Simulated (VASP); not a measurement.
SiC (Moissanite 6H):

```xyz
12
Lattice="3.0950 0.0000 0.0000 -1.5475 2.6803 0.0000 0.0000 0.0000 15.1700" Properties=species:S:1:pos:R:3 pbc="T T T"
Si    1.5475    0.8934    6.9524
Si    0.0000    1.7869   14.5374
Si    1.5475    0.8934   12.0101
Si    0.0000    1.7869    4.4251
Si    0.0000    0.0000    9.4812
Si    0.0000    0.0000    1.8962
C     1.5475    0.8934    5.0562
C     0.0000    1.7869   12.6412
C     1.5475    0.8934   10.1138
C     0.0000    1.7869    2.5288
C     0.0000    0.0000    7.5850
C     0.0000    0.0000    0.0000
```

Base run:

* Program: VASP 6.6.1
* Functional: BLYP
* Potentials or basis: VASP PAW PBE potentials, release 64 (Si, C)
* Cutoff: 520 eV
* k mesh: 10 × 10 × 2
* Occupations: fermi-dirac, width 0.05 eV
* Spin: no spin polarisation

Its results: band gap on the k mesh 2.33 eV, indirect (least direct gap 3.42 eV); pressure 5.4 GPa; largest force 0.142 eV/Å.

Task: The run is repeated on the same cell with these changes: functional from BLYP to PBE. What comes out?

Result: Band gap on the k mesh 2.02 eV, indirect (least direct gap 3.12 eV); pressure 0.2 GPa; largest force 0.142 eV/Å.

PBE binds more tightly than BLYP, so the same cell stands under less pressure.

Caveats: the PAW data sets were made with another functional, which shifts forces and pressure a little (some runs).

A k mesh can miss the band edges.
